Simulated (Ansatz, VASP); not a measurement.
Zn: VASP beside Ansatz

File INCAR:

```
ALGO = Normal
EDIFF = 1E-8
ENCUT = 520
GGA = PS
ISIF = 2
ISMEAR = -1
LASPH = T
LCHARG = F
LEFG = T
LREAL = F
LWAVE = F
NBANDS = 19
NELM = 80
PREC = Accurate
SIGMA = 0.03
```

File KPOINTS:

```
k-points
0
Gamma
  16 16 8
```

Contents of POSCAR:

```
Zn
1.0
    2.6647980532      0.0266479805      0.0266479805
   -1.3093211985      2.2944588197      0.0097538378
    0.0494670000      0.0494670000      4.9467000000
Zn
2
Direct
    0.3333333333      0.6666666667      0.2500000000
    0.6666666667      0.3333333333      0.7500000000
```

Input for Ansatz:

```yaml
crystal:
  lattice:
    - [2.6647980532, 0.0266479805, 0.0266479805]
    - [-1.3093211985, 2.2944588197, 0.0097538378]
    - [0.049467, 0.049467, 4.9467]
  atoms:
    - { symbol: Zn, position: [0.3333333333, 0.6666666667, 0.25] }
    - { symbol: Zn, position: [0.6666666667, 0.3333333333, 0.75] }
kpoints:
  mp_grid: { grid: [16, 16, 8] }
scf:
  occupations: { method: fermi_dirac, width: 0.03 }
hamiltonian:
  xc: pbesol
  pseudopotentials: { kind: all_electron, datasets: crystal }
output:
  forces: true
  stress: true
  eigenvalues: true
  efg: { contact_densities: true }
```

Change from the starting cell: equal xy, yz and zx shear strains of +2 %, crystal datasets.

Alike in both runs: task electric field gradients; functional PBEsol; k mesh 16 × 16 × 8; occupations fermi-dirac, width 0.03 eV; no spin polarisation.

|  | VASP | Ansatz |
| --- | --- | --- |
| version | VASP 6.6.1 | Ansatz 0.2.0 |
| potentials or method | VASP PAW PBE potentials, release 64 (Zn), cutoff 520 eV | all-electron PAW with datasets made for the crystal, scalar-relativistic |

```tsv
	VASP	Ansatz	Ansatz less VASP
pressure (GPa)	-5.0	-5.3	-0.34
traceless stress, the component that is largest in VASP (GPa)	-1.43	-1.42	+0.012
rms of the force components (eV/Å)	0.007	0.007	+0.0009
size of Vzz on the site where it differs most (V/Å²)	38.1	37.8	-0.26
```

VASP's potentials were made for PBE, not for PBEsol. Atom by atom the forces differ by 0.001 eV/Å (rms over components). Ansatz ran all-electron here, and VASP with PAW potentials. Ansatz's warnings: printed levels off.
